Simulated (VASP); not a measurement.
Crystal: Os.

```
Os
1.0
     2.73410    0.00000    0.00000
    -1.36705    2.36780    0.00000
     0.00000    0.00000    4.31970
Os
2
Direct
  0.66667 0.33333 0.75000
  0.33333 0.66667 0.25000
```

| Quantity | Value |
| --- | --- |
| Program | VASP 6.6.1 |
| Task | relaxation of cell and atoms |
| Functional | BLYP |
| Potentials or basis | VASP PAW PBE potentials, release 64 (Os) |
| Cutoff | 600 eV |
| k mesh | 11 × 11 × 6 |
| Occupations | fermi-dirac, width 0.05 eV |
| Spin | no spin polarisation |

At the start: pressure 29.7 GPa; volume 13.98 Å³/atom.

Task: Where does the relaxation end?

Result: Over 7 steps the energy falls by 89.6 meV/atom and the volume is 15.02 Å³/atom (+7.4 %); space group P6_3/mmc (No. 194, to 0.05 Å).

The path:
```csv
step,energy change (eV),largest force (eV/Å),pressure (GPa),volume (Å³)
1,0.0000,0.0000,29.71,27.96
2,1.7648,0.0000,-47.27,39.83
3,-0.1756,0.0000,-3.37,30.34
4,-0.1788,0.0000,-0.38,30.07
5,-0.1788,0.0000,0.12,30.03
6,-0.1790,0.0000,0.12,30.04
7,-0.1791,0.0000,0.11,30.03
```

Final structure:
```
Os
1.0
     2.80254    0.00000    0.00000
    -1.40127    2.42707    0.00000
     0.00000    0.00000    4.41528
Os
2
Direct
  0.66667 0.33333 0.75000
  0.33333 0.66667 0.25000
```

Caveat: the PAW data sets were made with another functional, which shifts forces and pressure a little.
